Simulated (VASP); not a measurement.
Write the native input for VASP 6.6.1 that does the following.

```yaml
Task: relaxation of cell and atoms
Functional: PBE
Potentials_or_basis: VASP PAW PBE potentials, release 64 (Ru_pv)
Cutoff: 600 eV
k_mesh: 17 × 17 × 9
Occupations: fermi-dirac, width 0.05 eV
Spin: no spin polarisation
Dipole_correction: no
Further_INCAR_settings: ALGO = Normal; EDIFF = 1e-06; IBRION = 2; EDIFFG = -0.01; NSW = 80; ISIF = 3
```

The structure of Ru lies in POSCAR:

```
Ru
1.0
    2.6800000000      0.0000000000      0.0000000000
   -1.3400000000      2.3209480821      0.0000000000
    0.0000000000      0.0000000000      4.3764400000
Ru
2
Direct
    0.3333333333      0.6666666667      0.2500000000
    0.6666666667      0.3333333333      0.7500000000
```

The input as run:

INCAR

```
PREC     = Accurate       # precision mode
ENCUT    = 600            # plane-wave cutoff, eV
EDIFF    = 1E-6           # SCF threshold, eV
ISMEAR   = -1             # smearing method
SIGMA    = 0.05           # smearing width, eV
LREAL    = False          # projectors in reciprocal space
LASPH    = True           # aspherical terms in the spheres
NELM     = 100            # most SCF steps
ALGO     = Normal         # electronic algorithm
ISIF     = 3              # what is computed and relaxed
LWAVE    = False          # write WAVECAR
LCHARG   = False          # write CHGCAR
GGA      = PE             # functional
IBRION   = 2              # ionic algorithm
NSW      = 80             # ionic steps
EDIFFG   = -0.01          # ionic threshold
```

KPOINTS

```
Automatic mesh
0
Gamma
  17 17 9
```

Potentials or basis: VASP PAW PBE potentials, release 64 (Ru_pv).

Command:

```sh
$ cat potpaw_PBE.64/Ru_pv/POTCAR > POTCAR
$ mpirun -np 1 vasp_std > vasp.out
```

Results of the run:

| Property | Result |
| --- | --- |
| Relaxed volume | 13.76 Å³/atom |
| Relaxed cell | a = 2.722 Å, b = 2.722 Å, c = 4.290 Å, α = 90.00°, β = 90.00°, γ = 120.00° |
| Space group after relaxing (to 0.05 Å) | P6_3/mmc (No. 194) |
| Energy gained by relaxing | 17.8 meV/atom |
| Ionic steps | 8 |
| Pressure after relaxing | 0.1 GPa |
| Band gap on the k mesh | zero (band 14 reaches 14.09 eV, above the bottom of band 15 at 11.01 eV) |

It took 3.6 min on 1 thread of Intel(R) Xeon(R) 6975P-C (Granite Rapids), with other jobs on the host, peak memory 0.22 GiB.
